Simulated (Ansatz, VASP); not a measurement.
# Two plane-wave programs on MgO

```
CELL_PARAMETERS angstrom
3.54740 0.00000 0.00000
-1.77370 3.07214 0.00000
0.00000 0.00000 5.12155
ATOMIC_POSITIONS crystal
Mg 0.33333 0.66667 0.00632
Mg 0.66667 0.33333 0.50632
O 0.33333 0.66667 0.39828
O 0.66667 0.33333 0.89828
```

Alike in both runs: task single point; functional PBE; k mesh 9 × 9 × 6; occupations gaussian, width 0.05 eV; no spin polarisation.

```csv
,VASP,Ansatz
version,VASP 6.6.1,Ansatz 0.2.0
potentials or method,"VASP PAW PBE potentials, release 64 (Mg, O), cutoff 520 eV","scalar-relativistic, plane waves, PAW"
valence electrons in the cell,16,32
```

```csv
,VASP,Ansatz,Ansatz less VASP
gap on the k mesh at the Fermi level (eV),2.63,2.65,+0.022
least direct gap on the mesh (eV),2.63,2.65,+0.022
pressure (GPa),-12.1,-11.7,+0.43
"traceless stress, the component that is largest in VASP (GPa)",6.26,6.17,-0.088
rms of the force components (eV/Å),0.185,0.184,-0.0010
```

Atom by atom the forces differ by 0.001 eV/Å (rms over components). VASP's potentials hold 16 valence electrons a cell and Ansatz's 32, so a difference there can come from the potentials and not from the codes.
